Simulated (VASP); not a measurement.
## Zn: single point with PBE

The system is Zn.

```xyz
2
Lattice="1.3178 -2.2825 0.0000 1.3178 2.2825 0.0000 0.0000 0.0000 5.0925" Properties=species:S:1:pos:R:3 pbc="T T T"
Zn    1.3178   -0.7608    1.2731
Zn    1.3178    0.7608    3.8194
```

```json
{"Program": "VASP 6.6.1", "Task": "single point", "Functional": "PBE", "Potentials or basis": "VASP PAW PBE potentials, release 64 (Zn)", "Cutoff": "520 eV", "k mesh": "16 × 16 × 7", "Occupations": "fermi-dirac, width 0.08 eV", "Spin": "no spin polarisation"}
```

| Quantity | Value |
| --- | --- |
| Pressure | 0.4 GPa |
| Band gap on the k mesh | zero (bands 12 and 13 overlap by 4.61 eV) |

Stress tensor (GPa, compression positive):
```
 1.11  0.00  0.00
 0.00  1.11  0.00
 0.00  0.00 -0.95
```

Levels at points of the mesh, in eV from the Fermi level:
```csv
k point,band 9,band 10,band 11,band 12,band 13,band 14,band 15,band 16
"(0.00, 0.00, 0.00)",-7.21,-7.04,-7.04,-3.71,-3.43,12.31,16.14,18.22
"(0.50, 0.00, 0.00)",-6.83,-6.81,-2.63,-1.91,2.42,3.62,3.91,5.70
```

Wall time 76 s on 1 thread of Intel Xeon 8259CL, with other jobs on the host, peak memory 0.15 GiB.
